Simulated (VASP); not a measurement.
# BeSe3 (P1) in VASP: relaxation of cell and atoms with PBE

Aim: the relaxation of cell and atoms of BeSe3 with PBE.

Everything below comes from runs of VASP 6.6.1. Logs are shortened: lines on timing, memory, paths and dates and some standing lists are left out, and cuts for length are marked.

## Step 1: The cell of the first run

The typed cell holds 8 atoms: a = 5.198 Å, b = 5.270 Å, c = 7.785 Å, α = 90.05°, β = 89.46°, γ = 88.96°.

## Step 2: Relaxation of cell and atoms, PBE

File INCAR:

```
SYSTEM = BeSe3
ALGO     = Normal         ! electronic algorithm
EDIFF    = 1E-7           ! SCF threshold, eV
EDIFFG   = -0.025         ! ionic threshold
ENCUT    = 600            ! plane-wave cutoff, eV
GGA      = PE             ! functional
IBRION   = 2              ! ionic algorithm
ISIF     = 3              ! what is computed and relaxed
ISMEAR   = 0              ! smearing method
LASPH    = .TRUE.         ! aspherical terms in the spheres
LCHARG   = .FALSE.        ! write CHGCAR
LREAL    = .FALSE.        ! projectors in reciprocal space
LWAVE    = .FALSE.        ! write WAVECAR
NELM     = 60             ! most SCF steps
NSW      = 80             ! ionic steps
PREC     = Accurate       ! precision mode
SIGMA    = 0.1            ! smearing width, eV
```

File KPOINTS:

```
k-points
0
G
  4 4 2
  0 0 0
```

File POSCAR:

```
BeSe3
1.0
    5.1977843221      0.0473615732      0.0248282902
    0.0473615732      5.2693045166     -0.0024893320
    0.0361992188     -0.0036294032      7.7848822186
Be Se
2 6
Direct
   -0.0010899033      0.0066427255     -0.0000779650
    0.4969096527      0.4901063167      0.9970967379
    0.2764476812      0.7648446330      0.8379550317
    0.7529083046      0.2345045472      0.8337904603
    0.2240550955      0.2595150266      0.1633135900
    0.7509193642      0.7348697477      0.1748093603
    0.4918537543      1.0029368053      0.3422087120
    0.0079960508      0.5065801979      0.6509040728
```

Potentials or basis: VASP PAW PBE potentials, release 64 (Be, Se).

Started as:

```sh
> cat potpaw_PBE.64/Be/POTCAR potpaw_PBE.64/Se/POTCAR > POTCAR
> mpirun -np 1 vasp_std > vasp.out
```

OUTCAR:

```text
SYSTEM = BeSe3
   EDIFF = 1E-7
   EDIFFG = -0.025
   ENCUT = 600
   GGA = PE
   IBRION = 2
   ISIF = 3
   ISMEAR = 0
   LASPH = .TRUE.
   LREAL = .FALSE.
   NELM = 60
   NSW = 80
   PREC = Accurate

 ion  position               nearest neighbor table
   1  0.999  0.007  1.000-   4 2.17   5 2.20   3 2.28   6 2.37
   2  0.497  0.490  0.997-   3 2.22   4 2.26   5 2.28   6 2.33
   3  0.276  0.765  0.838-   2 2.22   1 2.28   8 2.45
   4  0.753  0.235  0.834-   1 2.17   2 2.26   8 2.42
   5  0.224  0.260  0.163-   1 2.20   2 2.28   7 2.38
   6  0.751  0.735  0.175-   7 2.32   2 2.33   1 2.37
   7  0.492  0.003  0.342-   6 2.32   5 2.38
   8  0.008  0.507  0.651-   4 2.42   3 2.45

  LATTYP: Found a triclinic cell.
 ALAT       =     5.1980593900
 B/A-ratio  =     1.4110256911
 C/A-ratio  =     1.4976680030
 COS(alpha) =     0.0073215645
 COS(beta)  =     0.0094217948
 COS(gamma) =     0.6957032063

  Lattice vectors:

 A1 = (  -5.1977843221,  -0.0473615732,  -0.0248282902)
 A2 = (  -5.1504227489,   5.2219429434,  -0.0273176222)
 A3 = (  -0.0361992188,   0.0036294032,  -7.7848822186)

Analysis of symmetry for initial positions (statically):
=====================================================================
 Subroutine PRICEL returns:
 Original cell was already a primitive cell.

 Routine SETGRP: Setting up the symmetry group for a
 triclinic supercell.

 Subroutine GETGRP returns: Found  1 space group operations
 (whereof  1 operations were pure point group operations)
 out of a pool of  2 trial point group operations.

The static configuration has the point symmetry C_1 .

Analysis of symmetry for dynamics (positions and initial velocities):
=====================================================================
 Subroutine PRICEL returns:
 Original cell was already a primitive cell.

 Routine SETGRP: Setting up the symmetry group for a
 triclinic supercell.

 Subroutine GETGRP returns: Found  1 space group operations
 (whereof  1 operations were pure point group operations)
 out of a pool of  2 trial point group operations.

The dynamic configuration has the point symmetry C_1 .

 Subroutine INISYM returns: Found  1 space group operations
 (whereof  1 operations are pure point group operations),
 and found     1 'primitive' translations

----------------------------------------------------------------------------------------

                                     Primitive cell

  volume of cell :     213.1956

  direct lattice vectors                    reciprocal lattice vectors
     5.197784322  0.047361573  0.024828290     0.192409708 -0.001729840 -0.000895500
     0.047361573  5.269304517 -0.002489332    -0.001729840  0.189793960  0.000096528
     0.036199219 -0.003629403  7.784882219    -0.000614205  0.000066206  0.128456982

  length of vectors
     5.198059390  5.269517948  7.784967226     0.192419567  0.189801867  0.128458467

  position of ions in fractional coordinates (direct lattice)
     0.998910097  0.006642726  0.999922035
     0.496909653  0.490106317  0.997096738
     0.276447681  0.764844633  0.837955032
     0.752908305  0.234504547  0.833790460
     0.224055095  0.259515027  0.163313590
     0.750919364  0.734869748  0.174809360
     0.491853754  0.002936805  0.342208712
     0.007996051  0.506580198  0.650904073

  ion indices of the primitive-cell ions
   primitive index   ion index
                 1           1
                 2           2
                 3           3
                 4           4
                 5           5
                 6           6
                 7           7
                 8           8

----------------------------------------------------------------------------------------

 KPOINTS: k-points

Automatic generation of k-mesh.
 Grid dimensions read from file:
 generate k-points for:    4    4    2

 Generating k-lattice:

  Cartesian coordinates                     Fractional coordinates (reciprocal lattice)
     0.048102427 -0.000432460 -0.000223875     0.250000000 -0.000000000  0.000000000
    -0.000432460  0.047448490  0.000024132    -0.000000000  0.250000000  0.000000000
    -0.000307102  0.000033103  0.064228491     0.000000000 -0.000000000  0.500000000

  Length of vectors
     0.048104892  0.047450467  0.064229234

  Shift w.r.t. Gamma in fractional coordinates (k-lattice)
     0.000000000  0.000000000  0.000000000

 Subroutine IBZKPT returns following result:
 ===========================================

 Found     20 irreducible k-points:

 Following reciprocal coordinates:
            Coordinates               Weight
  0.000000  0.000000  0.000000      1.000000
  0.250000 -0.000000  0.000000      2.000000
  0.500000 -0.000000  0.000000      1.000000
 -0.000000  0.250000 -0.000000      2.000000
  0.250000  0.250000 -0.000000      2.000000
  0.500000  0.250000  0.000000      2.000000
[... 12 lines left out ...]
  0.250000  0.500000  0.500000      2.000000
  0.500000  0.500000  0.500000      1.000000
   k-points           NKPTS =     20   k-points in BZ     NKDIM =     20   number of bands    NBANDS=     25
   number of dos      NEDOS =    301   number of ions     NIONS =      8
   total plane-waves  NPLWV = 112896
   dimension x,y,z NGX =    42 NGY =   42 NGZ =   64
   dimension x,y,z NGXF=    84 NGYF=   84 NGZF=  128
   ions per type =               2   6
   NGX,Y,Z   is equivalent  to a cutoff of  13.43, 13.25, 13.67 a.u.
   NGXF,Y,Z  is equivalent  to a cutoff of  26.87, 26.50, 27.33 a.u.
 SYSTEM =  BeSe3
   PREC   = accura    normal or accurate (medium, high low for compatibility)
   ISTART =      0    job   : 0-new  1-cont  2-samecut
   ICHARG =      2    charge: 1-file 2-atom 10-const
   ISPIN  =      1    spin polarized calculation?
   LNONCOLLINEAR =      F non collinear calculations
   LSORBIT =      F    spin-orbit coupling
   LASPH  =      T    aspherical Exc in radial PAW
   ENCUT  =  600.0 eV  44.10 Ry    6.64 a.u.  10.38 10.52 15.55*2*pi/ulx,y,z
   NELM   =     60;   NELMIN=  2; NELMDL= -5     # of ELM steps
   EDIFF  = 0.1E-06   stopping-criterion for ELM
   LREAL  =      F    real-space projection
   EDIFFG = -.3E-01   stopping-criterion for IOM
   NSW    =     80    number of steps for IOM
   IBRION =      2    ionic relax: 0-MD 1-quasi-New 2-CG
   NFREE  =      1    steps in history (QN), initial steepest desc. (CG)
   ISIF   =      3    stress and relaxation
   ISYM   =      2    0-nonsym 1-usesym 2-fastsym
   POTIM  = 0.5000    time-step for ionic-motion
   TEBEG  =    0.0;   TEEND  =   0.0 temperature during run
   PSTRESS=    0.0 pullay stress
   NELECT =      40.0000    total number of electrons
   NUPDOWN=      -1.0000    fix difference up-down
   EMIN   =  10.00;   EMAX   =-10.00  energy-range for DOS
   EFERMI =   0.00;   METHOD = LEGACY
   ISMEAR =     0;   SIGMA  =   0.10  broadening in eV -4-tet -1-fermi 0-gaus
   EFERMI_NEDOS =   21; number of points for ismear=-14 and -15
   IALGO  =     38    algorithm
   IMIX   =      4    mixing-type and parameters
     AMIX     =   0.40;   BMIX     =  1.00
     AMIX_MAG =   1.60;   BMIX_MAG =  1.00
  volume/ion in A,a.u.               =      26.65       179.84
  Fermi-wavevector in a.u.,A,eV,Ry     =   0.937207  1.771064 11.950765  0.878356
  Thomas-Fermi vector in A             =   2.064294
   LORBIT       =      0    0 simple, 1 ext, 2 COOP (PROOUT), +10 PAW based schemes
   GGA     = PE    functional components
   LHFCALC =     F    Hartree Fock is set to
   AEXX    =    0.0000 exact exchange contribution
   IVDW    =     0    specifies the selected vdW correction
   LEPSILON=     F    determine dielectric tensor
   LRPA    =     F    only Hartree local field effects (RPA)
 conjugate gradient relaxation of ions
 non-spin polarized calculation
 Gauss-broadening in eV      SIGMA  =   0.10
  energy-cutoff  :      600.00
  volume of cell :      213.20
 maximum number of plane-waves:      7137
 NGX is ok and might be reduce to    42
   NGX = 21   NGY = 21   NGZ = 31

--------------------------------------- Ionic step        1  -------------------------------------------

 number of electron      40.0000001 magnetization

 Free energy of the ion-electron system (eV)
  ---------------------------------------------------
  ext. energy  EPLUGINS =         0.00000000
  ---------------------------------------------------
  free energy    TOTEN  =       -30.99060831 eV

  energy without entropy =      -30.99060822  energy(sigma->0) =      -30.99060827

------------------------ aborting loop because EDIFF is reached ----------------------------------------

  FORCE on cell =-STRESS in cart. coord.  units (eV):
  Direction    XX          YY          ZZ          XY          YZ          ZX
  --------------------------------------------------------------------------------------
  -------------------------------------------------------------------------------------
  Total       -0.3267238     -0.8870852     -1.7417494     -2.1084722      0.3358960      0.5771451
  in kB       -2.4553483     -6.6664962    -13.0893473    -15.8452903      2.5242781      4.3372784
  external PRESSURE =      -7.4037306 kB  Pullay stress =       0.0000000 kB
[... 107 lines left out ...]
  FREE ENERGIE OF THE ION-ELECTRON SYSTEM (eV)
  ---------------------------------------------------
  free  energy   TOTEN  =       -31.1130004233 eV

  energy  without entropy=      -31.1130004037  energy(sigma->0) =      -31.11300041

[... ionic steps 4 to 11 ...]

--------------------------------------- Ionic step       12  -------------------------------------------

 number of electron      39.9999998 magnetization

------------------------ aborting loop because EDIFF is reached ----------------------------------------

  FORCE on cell =-STRESS in cart. coord.  units (eV):
  Direction    XX          YY          ZZ          XY          YZ          ZX
  --------------------------------------------------------------------------------------
  -------------------------------------------------------------------------------------
  Total       -0.0518597      0.0322531     -0.0149851     -0.0045067     -0.0286825     -0.0334772
  in kB       -0.3980018      0.2475297     -0.1150047     -0.0345873     -0.2201263     -0.2569237
  external PRESSURE =      -0.0884922 kB  Pullay stress =       0.0000000 kB
[... 69 lines left out ...]
  energy  without entropy=      -31.1432628523  energy(sigma->0) =      -31.14326287

--------------------------------------- Ionic step       14  -------------------------------------------

 number of electron      39.9999998 magnetization

 Free energy of the ion-electron system (eV)
  ---------------------------------------------------
  ext. energy  EPLUGINS =         0.00000000
  ---------------------------------------------------
  free energy    TOTEN  =       -31.14351828 eV

  energy without entropy =      -31.14351825  energy(sigma->0) =      -31.14351826

 E-fermi :   1.8300     XC(G=0):  -8.2119

 val. band max:        1.4788525135   @ k =  -0.0000   0.0000   0.5000
 cond. band min:       2.1688640614   @ k =  -0.0000   0.0000   0.5000
 fundamental gap:      0.6900115479
 Fermi energy:         1.8300068270

 k-point     1 :       0.0000    0.0000    0.0000
  band No.  band energies     occupation
      1     -13.2105      2.00000
      2     -12.7171      2.00000
      3     -10.9660      2.00000
      4     -10.9628      2.00000
      5      -9.8470      2.00000
      6      -9.1493      2.00000
[... 584 lines left out ...]
  FREE ENERGIE OF THE ION-ELECTRON SYSTEM (eV)
  ---------------------------------------------------
  free  energy   TOTEN  =       -31.1435182828 eV

  energy  without entropy=      -31.1435182456  energy(sigma->0) =      -31.14351826

 reached required accuracy - stopping structural energy minimisation
```

Wall time 9.7 min (1 thread of Intel Xeon 6975P-C (Granite Rapids), shared host); peak memory 0.4 GiB.

Results:

```yaml
Free_energy: -31.1435 eV
Relaxed_volume: 26.07 Å³/atom
Relaxed_cell: a = 5.231 Å, b = 5.222 Å, c = 7.639 Å, α = 89.81°, β = 88.20°, γ = 90.01°
Space_group_after_relaxing_to_0.1_Å: P2_1 (No. 4)
Energy_gained_by_relaxing: 19.1 meV/atom
Ionic_steps: 14
Pressure_after_relaxing: 0.0 GPa
Largest_force_after_relaxing: 0.024 eV/Å
Band_gap_on_the_k_mesh: 0.69 eV
```

Forces on the atoms (eV/Å):
```
Be  -0.004 -0.010  0.004
Be   0.003 -0.007 -0.004
Se   0.003  0.013  0.001
Se   0.007  0.004 -0.017
Se   0.006  0.000  0.011
Se   0.002 -0.001  0.005
Se  -0.022  0.010 -0.001
Se   0.005 -0.009  0.001
```

The path:
```csv
step,energy change (eV),largest force (eV/Å),pressure (GPa),volume (Å³)
1,0.0000,1.0879,-0.74,213.20
2,-0.1223,0.4355,-0.01,209.38
3,-0.1224,0.4258,-0.03,209.45
4,-0.1444,0.1773,0.04,208.76
5,-0.1464,0.1645,0.08,208.48
6,-0.1491,0.0777,-0.02,208.85
7,-0.1498,0.0809,-0.12,209.17
8,-0.1508,0.0577,0.06,208.64
9,-0.1509,0.0640,0.08,208.58
10,-0.1518,0.0500,0.03,208.76
11,-0.1522,0.0374,-0.04,208.96
12,-0.1526,0.0255,-0.01,208.76
13,-0.1527,0.0283,0.01,208.65
14,-0.1529,0.0237,0.00,208.59
```

Final structure:
```
Be Se
1.0
     5.23081   -0.00028    0.08138
    -0.00092    5.22214    0.00886
     0.12176    0.01279    7.63814
Be Se
2 6
Direct
  0.00051 0.99987 0.99984
  0.49954 0.49962 0.00015
  0.27117 0.76394 0.83482
  0.74399 0.23692 0.83545
  0.22876 0.26242 0.16523
  0.75593 0.73526 0.16457
  0.48600 0.99900 0.34601
  0.01410 0.50298 0.65393
```

Levels at points of the mesh, in eV from the valence-band top:
```csv
k point,band 17,band 18,band 19,band 20,band 21,band 22,band 23,band 24
"(0.00, 0.00, 0.00)",-1.36,-1.24,-0.19,-0.18,1.41,1.70,2.45,2.45
"(0.50, 0.00, 0.00)",-1.62,-1.60,-0.50,-0.47,2.05,2.07,3.00,3.02
"(0.00, 0.50, 0.00)",-1.61,-1.60,-0.48,-0.48,2.05,2.06,3.01,3.02
"(0.50, 0.50, 0.00)",-1.12,-1.12,-0.02,-0.01,1.38,1.38,2.98,2.98
"(0.00, 0.00, 0.50)",-1.51,-0.71,0.00,0.00,0.69,1.63,2.47,2.48
"(0.50, 0.00, 0.50)",-1.53,-1.50,-0.45,-0.42,2.11,2.15,3.01,3.01
"(0.00, 0.50, 0.50)",-1.52,-1.52,-0.43,-0.43,2.13,2.14,3.01,3.02
"(0.50, 0.50, 0.50)",-0.96,-0.96,-0.41,-0.40,1.86,1.87,2.92,2.92
```

A k mesh can miss the band edges.
